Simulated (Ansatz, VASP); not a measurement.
Co: VASP and Ansatz over several settings

```xyz
2
Lattice="2.5045 0.0000 0.0000 -1.2523 2.1690 0.0000 0.0000 0.0000 4.0741" Properties=species:S:1:pos:R:3 pbc="T T T"
Co    1.2523    0.7230    3.0555
Co    0.0000    1.4460    1.0185
```

Single points on this cell with VASP 6.6.1 and Ansatz 0.2.0. Each row is one pair of runs. Alike in all rows: spin: collinear, typed start; k mesh: 12 × 12 × 7; smearing: fermi-dirac, width 0.05 eV; VASP's potentials, cutoff: VASP PAW PBE potentials, release 64 (Co), 520 eV; Ansatz's potentials, cutoff: Ansatz PAW, 420 eV.

```csv
level,"gap on the k mesh at the Fermi level (eV), VASP","gap on the k mesh at the Fermi level (eV), Ansatz","pressure (GPa), VASP","pressure (GPa), Ansatz","net moment per atom (μB), VASP","net moment per atom (μB), Ansatz"
RPBE+D4,none,none,-9.8,-9.2,1.65,1.66
BLYP+D4,none,none,-6.8,-6.4,1.60,1.61
PBE exchange alone,none,none,22.4,23.2,1.67,1.68
```

Pressure (GPa): the two programs differ by at most 0.79; net moment per atom (μB): the two programs differ by at most 0.011.

VASP's potentials hold 18 valence electrons a cell and Ansatz's 34, so a difference there can come from the potentials and not from the codes.

A gap of «none» marks a metal or a gap that the smearing closes.
